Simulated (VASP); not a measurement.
# Os (Pm-3m) in VASP: single point with PBEsol

Aim: the single point of Os with PBEsol.

Everything below comes from runs of VASP 6.6.1. Logs are shortened: lines on timing, memory, paths and dates and some standing lists are left out, and cuts for length are marked.

### 1 The cell of the first run

The structure is cubic, space group Pm-3m (No. 221). Conventional cell: a = 2.531 Å, b = 2.531 Å, c = 2.531 Å, α = 90.00°, β = 90.00°, γ = 90.00°. Os (site symmetry m-3m) has 6 Os at 2.53 Å within 3.3 Å.

This isn't the form of Os at room conditions, which is hcp.

### 2 Single point, PBEsol

Input file INCAR:

```
SYSTEM = Os
PREC = Accurate
ENCUT = 520
EDIFF = 1E-6
ISMEAR = -1
SIGMA = 0.13605693000000002
LREAL = .False.
LASPH = .True.
NELM = 100
ALGO = Normal
ISIF = 2
LWAVE = .False.
LCHARG = .True.
GGA = PS
LELF = .True.
LVHAR = .True.
NBANDS = 10
```

Input file KPOINTS:

```
Automatic mesh
0
Gamma
  13 13 13
  0 0 0
```

Input file POSCAR:

```
Os
1.0
    2.5314948958      0.0000000000      0.0000000000
    0.0000000000      2.5314948958      0.0000000000
    0.0000000000      0.0000000000      2.5314948958
Os
1
Direct
    0.0000000000      0.0000000000      0.0000000000
```

Potentials or basis: VASP PAW PBE potentials, release 64 (Os).

On the command line:

```console
$ cat potpaw_PBE.64/Os/POTCAR > POTCAR
$ mpirun -np 1 vasp_std > vasp.out
```

OUTCAR:

```text
SYSTEM = Os
   PREC = Accurate
   ENCUT = 520
   EDIFF = 1E-6
   ISMEAR = -1
   LREAL = .False.
   LASPH = .True.
   NELM = 100
   ISIF = 2
   GGA = PS

 ion  position               nearest neighbor table
   1  0.000  0.000  0.000-

  LATTYP: Found a simple cubic cell.
 ALAT       =     2.5314948958

  Lattice vectors:

 A1 = (   2.5314948958,   0.0000000000,   0.0000000000)
 A2 = (   0.0000000000,   2.5314948958,   0.0000000000)
 A3 = (   0.0000000000,   0.0000000000,   2.5314948958)

Analysis of symmetry for initial positions (statically):
=====================================================================
 Subroutine PRICEL returns:
 Original cell was already a primitive cell.

 Routine SETGRP: Setting up the symmetry group for a
 simple cubic supercell.

 Subroutine GETGRP returns: Found 48 space group operations
 (whereof 48 operations were pure point group operations)
 out of a pool of 48 trial point group operations.

The static configuration has the point symmetry O_h .

Analysis of symmetry for dynamics (positions and initial velocities):
=====================================================================
 Subroutine PRICEL returns:
 Original cell was already a primitive cell.

 Routine SETGRP: Setting up the symmetry group for a
 simple cubic supercell.

 Subroutine GETGRP returns: Found 48 space group operations
 (whereof 48 operations were pure point group operations)
 out of a pool of 48 trial point group operations.

The dynamic configuration has the point symmetry O_h .

 Subroutine INISYM returns: Found 48 space group operations
 (whereof 48 operations are pure point group operations),
 and found     1 'primitive' translations

----------------------------------------------------------------------------------------

                                     Primitive cell

  volume of cell :      16.2230

  direct lattice vectors                    reciprocal lattice vectors
     2.531494896  0.000000000  0.000000000     0.395023510  0.000000000  0.000000000
     0.000000000  2.531494896  0.000000000     0.000000000  0.395023510  0.000000000
     0.000000000  0.000000000  2.531494896     0.000000000  0.000000000  0.395023510

  length of vectors
     2.531494896  2.531494896  2.531494896     0.395023510  0.395023510  0.395023510

  position of ions in fractional coordinates (direct lattice)
     0.000000000  0.000000000  0.000000000

  ion indices of the primitive-cell ions
   primitive index   ion index
                 1           1

----------------------------------------------------------------------------------------

 KPOINTS: Automatic mesh

Automatic generation of k-mesh.
 Grid dimensions read from file:
 generate k-points for:   13   13   13

 Generating k-lattice:

  Cartesian coordinates                     Fractional coordinates (reciprocal lattice)
     0.030386424  0.000000000  0.000000000     0.076923077  0.000000000  0.000000000
     0.000000000  0.030386424  0.000000000     0.000000000  0.076923077  0.000000000
     0.000000000  0.000000000  0.030386424     0.000000000  0.000000000  0.076923077

  Length of vectors
     0.030386424  0.030386424  0.030386424

  Shift w.r.t. Gamma in fractional coordinates (k-lattice)
     0.000000000  0.000000000  0.000000000

 Subroutine IBZKPT returns following result:
 ===========================================

 Found     84 irreducible k-points:

 Following reciprocal coordinates:
            Coordinates               Weight
  0.000000  0.000000  0.000000      1.000000
  0.076923  0.000000  0.000000      6.000000
  0.153846  0.000000  0.000000      6.000000
  0.230769  0.000000  0.000000      6.000000
  0.307692  0.000000  0.000000      6.000000
  0.384615  0.000000  0.000000      6.000000
[... 16 lines left out ...]
  0.307692  0.307692  0.000000     12.000000
  0.384615  0.307692  0.000000     24.000000
 [... further k-points ...]
   k-points           NKPTS =     84   k-points in BZ     NKDIM =     84   number of bands    NBANDS=     10
   number of dos      NEDOS =    301   number of ions     NIONS =      1
   total plane-waves  NPLWV =   8000
   dimension x,y,z NGX =    20 NGY =   20 NGZ =   20
   dimension x,y,z NGXF=    40 NGYF=   40 NGZF=   40
   ions per type =               1
   NGX,Y,Z   is equivalent  to a cutoff of  13.13, 13.13, 13.13 a.u.
   NGXF,Y,Z  is equivalent  to a cutoff of  26.27, 26.27, 26.27 a.u.
 SYSTEM =  Os
   PREC   = accura    normal or accurate (medium, high low for compatibility)
   ISTART =      0    job   : 0-new  1-cont  2-samecut
   ICHARG =      2    charge: 1-file 2-atom 10-const
   ISPIN  =      1    spin polarized calculation?
   LNONCOLLINEAR =      F non collinear calculations
   LSORBIT =      F    spin-orbit coupling
   LASPH  =      T    aspherical Exc in radial PAW
   ENCUT  =  520.0 eV  38.22 Ry    6.18 a.u.   4.71  4.71  4.71*2*pi/ulx,y,z
   NELM   =    100;   NELMIN=  2; NELMDL= -5     # of ELM steps
   EDIFF  = 0.1E-05   stopping-criterion for ELM
   LREAL  =      F    real-space projection
   EDIFFG = 0.1E-04   stopping-criterion for IOM
   NSW    =      0    number of steps for IOM
   IBRION =     -1    ionic relax: 0-MD 1-quasi-New 2-CG
   NFREE  =      0    steps in history (QN), initial steepest desc. (CG)
   ISIF   =      2    stress and relaxation
   ISYM   =      2    0-nonsym 1-usesym 2-fastsym
   POTIM  = 0.5000    time-step for ionic-motion
   TEBEG  =    0.0;   TEEND  =   0.0 temperature during run
   PSTRESS=    0.0 pullay stress
   NELECT =       8.0000    total number of electrons
   NUPDOWN=      -1.0000    fix difference up-down
   EMIN   =  10.00;   EMAX   =-10.00  energy-range for DOS
   EFERMI =   0.00;   METHOD = LEGACY
   ISMEAR =    -1;   SIGMA  =   0.14  broadening in eV -4-tet -1-fermi 0-gaus
   EFERMI_NEDOS =   21; number of points for ismear=-14 and -15
   IALGO  =     38    algorithm
   IMIX   =      4    mixing-type and parameters
     AMIX     =   0.40;   BMIX     =  1.00
     AMIX_MAG =   1.60;   BMIX_MAG =  1.00
  volume/ion in A,a.u.               =      16.22       109.48
  Fermi-wavevector in a.u.,A,eV,Ry     =   1.293385  2.444143 22.760430  1.672844
  Thomas-Fermi vector in A             =   2.425034
   LORBIT       =      0    0 simple, 1 ext, 2 COOP (PROOUT), +10 PAW based schemes
   GGA     = PS    functional components
   LHFCALC =     F    Hartree Fock is set to
   AEXX    =    0.0000 exact exchange contribution
   IVDW    =     0    specifies the selected vdW correction
   LEPSILON=     F    determine dielectric tensor
   LRPA    =     F    only Hartree local field effects (RPA)
 non-spin polarized calculation
  energy-cutoff  :      520.00
  volume of cell :       16.22
 maximum number of plane-waves:       461
 NGX is ok and might be reduce to    20
   NGX =  9   NGY =  9   NGZ =  9

 number of electron       7.9999998 magnetization

 Free energy of the ion-electron system (eV)
  ---------------------------------------------------
  ext. energy  EPLUGINS =         0.00000000
  ---------------------------------------------------
  free energy    TOTEN  =       -10.66775536 eV

  energy without entropy =      -10.58568618  energy(sigma->0) =      -10.62672077

 E-fermi :   7.4074     XC(G=0): -13.1582

 val. band max:        7.4035082704   @ k =   0.3077   0.1538   0.0000
 cond. band min:       7.4124257773   @ k =   0.3077   0.1538   0.0769
 fundamental gap:      0.0089175069
 Fermi energy:         7.4073883204

 k-point     1 :       0.0000    0.0000    0.0000
  band No.  band energies     occupation
      1      -2.3377      2.00000
      2       1.2134      2.00000
      3       1.2134      2.00000
      4       9.7874      0.00000
      5       9.7874      0.00000
      6       9.7874      0.00000
      7      23.0790      0.00000
      8      23.0790      0.00000
      9      23.0790      0.00000
     10      29.2519      0.00000

 k-point     2 :       0.0769    0.0000    0.0000
  band No.  band energies     occupation
      1      -2.1406      2.00000
      2       1.2591      2.00000
      3       1.4200      2.00000
      4       9.5254      0.00000
      5       9.5254      0.00000
      6       9.8070      0.00000
      7      21.9320      0.00000
      8      23.4776      0.00000
      9      23.4776      0.00000
     10      30.0415      0.00000

 k-point     3 :       0.1538    0.0000    0.0000
  band No.  band energies     occupation
      1      -1.6091      2.00000
      2       1.3881      2.00000
      3       2.0466      2.00000
      4       8.8625      0.00005
      5       8.8625      0.00005
      6       9.8616      0.00000
      7      19.7932      0.00000
      8      24.5325      0.00000
      9      24.5325      0.00000
     10      28.6432      0.00000

 k-point     4 :       0.2308    0.0000    0.0000
  band No.  band energies     occupation
      1      -0.8897      2.00000
      2       1.5764      2.00000
      3       3.0695      2.00000
      4       8.0460      0.01814
      5       8.0460      0.01814
      6       9.9395      0.00000
      7      17.7187      0.00000
      8      25.9515      0.00000
      9      25.9515      0.00000
     10      26.5992      0.00000
[... 222 lines left out ...]
 k-point    22 :       0.4615    0.2308    0.0000
  band No.  band energies     occupation
      1       1.9020      2.00000
      2       2.4875      2.00000
      3       4.5755      2.00000
      4       6.6965      1.98930
      5       8.5896      0.00034
      6       9.5820      0.00000
      7      14.9022      0.00000
      8      23.8241      0.00000
      9      24.9379      0.00000
     10      27.2121      0.00000

 k-point    23 :       0.3077    0.3077    0.0000
  band No.  band energies     occupation
      1       1.4117      2.00000
      2       2.5146      2.00000
      3       6.0452      1.99991
      4       6.9631      1.92646
      5       7.5577      0.49783
      6       7.8283      0.08673
      7      17.6423      0.00000
      8      20.3564      0.00000
      9      26.2227      0.00000
     10      31.7227      0.00000

 k-point    24 :       0.3846    0.3077    0.0000
  band No.  band energies     occupation
      1       1.5678      2.00000
      2       2.2755      2.00000
      3       6.5034      1.99740
      4       7.1341      1.76339
      5       7.8281      0.08684
      6       8.6478      0.00022
      7      16.2240      0.00000
      8      21.0742      0.00000
      9      25.3463      0.00000
     10      29.6062      0.00000

 [... further k-points ...]

------------------------ aborting loop because EDIFF is reached ----------------------------------------

  FORCE on cell =-STRESS in cart. coord.  units (eV):
  Direction    XX          YY          ZZ          XY          YZ          ZX
  --------------------------------------------------------------------------------------
  -------------------------------------------------------------------------------------
  Total        0.0139711      0.0139711      0.0139711      0.0000000     -0.0000000      0.0000000
  in kB        1.3797784      1.3797784      1.3797784      0.0000000     -0.0000000      0.0000000
  external PRESSURE =       1.3797784 kB  Pullay stress =       0.0000000 kB

 VOLUME and BASIS-vectors are now :
 -----------------------------------------------------------------------------
  energy-cutoff  :      520.00
  volume of cell :       16.22
      direct lattice vectors                 reciprocal lattice vectors
     2.531494896  0.000000000  0.000000000     0.395023510  0.000000000  0.000000000
     0.000000000  2.531494896  0.000000000     0.000000000  0.395023510  0.000000000
     0.000000000  0.000000000  2.531494896     0.000000000  0.000000000  0.395023510

 POSITION                                       TOTAL-FORCE (eV/Angst)
 -----------------------------------------------------------------------------------
      0.00000      0.00000      0.00000         0.000000      0.000000      0.000000
 -----------------------------------------------------------------------------------
    total drift:                                0.000000      0.000000      0.000000

  FREE ENERGIE OF THE ION-ELECTRON SYSTEM (eV)
  ---------------------------------------------------
  free  energy   TOTEN  =       -10.6677553607 eV

  energy  without entropy=      -10.5856861798  energy(sigma->0) =      -10.62672077
```

Wall time 17 s (1 thread of Intel Xeon 8259CL, shared host); peak memory 0.13 GiB.

What came out:

```yaml
Free_energy: -10.6678 eV
Pressure: 0.1 GPa
Band_gap_on_the_k_mesh: zero (bands 4 and 5 overlap by 5.67 eV)
```

Levels at points of the mesh, in eV from the Fermi level:
```csv
k point,band 1,band 2,band 3,band 4,band 5,band 6,band 7,band 8
"(0.00, 0.00, 0.00)",-9.75,-6.19,-6.19,2.38,2.38,2.38,15.67,15.67
```

Caveat: the PAW data sets were made with another functional, which shifts forces and pressure a little; spin-orbit coupling is left out, which moves the levels of the heavy elements.
